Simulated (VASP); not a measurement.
A run of VASP 6.6.1:

File INCAR:

```
ALGO = Normal
EDIFF = 1E-7
ENCUT = 520
ISIF = 2
ISMEAR = -1
LASPH = T
LCHARG = F
LREAL = F
LWAVE = F
NBANDS = 11
NELM = 100
PREC = Accurate
SIGMA = 0.05
```

File KPOINTS:

```
k-points
0
Gamma
  8 8 8
```

POSCAR

```
MgS
1.0
    0.0000000000      2.8704022176      2.8704022176
    2.8704022176      0.0000000000      2.8704022176
    2.8704022176      2.8704022176      0.0000000000
S Mg
1 1
Direct
    0.2500000000      0.2500000000      0.2500000000
    0.0000000000      0.0000000000      0.0000000000
```

Potentials or basis: VASP PAW LDA potentials, release 64 (S, Mg).

Run with:

```bash
$ cat potpaw_LDA.64/S/POTCAR potpaw_LDA.64/Mg/POTCAR > POTCAR
$ mpirun -np 1 vasp_std > vasp.out
```

Hardware: 1 thread of Intel(R) Xeon(R) 6975P-C (Granite Rapids) (shared host).

Estimate the wall time of this run.

Wall time 6.6 s on 1 thread of Intel(R) Xeon(R) 6975P-C (Granite Rapids), with other jobs on the host, peak memory 0.15 GiB. Counts: scf iterations 13, k points 29.
